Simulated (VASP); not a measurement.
# LiCl: single point with PBEsol

Crystal: LiCl.

```
CELL_PARAMETERS angstrom
0.00000 2.62888 2.56476
2.62888 0.00000 2.56476
2.62888 2.62888 0.00000
ATOMIC_POSITIONS crystal
Li 0.00000 0.00000 0.00000
Cl 0.50000 0.50000 0.50000
```

This cell differs from its parent crystal: strain +0.025 along x and y, +0.000 along z.

```yaml
Program: VASP 6.6.1
Task: single point
Functional: PBEsol
Potentials_or_basis: VASP PAW PBE potentials, release 64 (Li_sv, Cl)
Cutoff: 520 eV
k_mesh: 8 × 8 × 8
Occupations: gaussian, width 0.05 eV
Spin: no spin polarisation
```

```yaml
Band_gap_on_the_k_mesh: 5.85 eV, direct
```

Levels at points of the mesh, in eV from the valence-band top:
| k point | band 1 | band 2 | band 3 | band 4 | band 5 | band 6 | band 7 | band 8 | band 9 | band 10 |
| --- | --- | --- | --- | --- | --- | --- | --- | --- | --- | --- |
| (0.00, 0.00, 0.00) | -42.93 | -13.25 | -0.07 | 0.00 | 0.00 | 5.85 | 11.68 | 11.68 | 11.89 | 13.95 |
| (0.50, 0.00, 0.00) | -42.92 | -12.73 | -2.70 | -0.29 | -0.24 | 6.49 | 9.25 | 9.45 | 12.31 | 16.34 |
| (0.50, 0.50, 0.00) | -42.92 | -12.49 | -2.76 | -1.10 | -1.10 | 7.62 | 8.06 | 12.07 | 13.49 | 13.49 |
| (0.50, 0.00, 0.50) | -42.92 | -12.53 | -2.76 | -1.11 | -0.95 | 7.66 | 8.18 | 11.73 | 13.43 | 13.91 |

Wall time 31 s on 1 thread of Intel Xeon 8259CL, with other jobs on the host, peak memory 0.16 GiB.

Caveat: the cell differs from its parent crystal (strain +0.025 along x and y, +0.000 along z). A k mesh can miss the band edges.
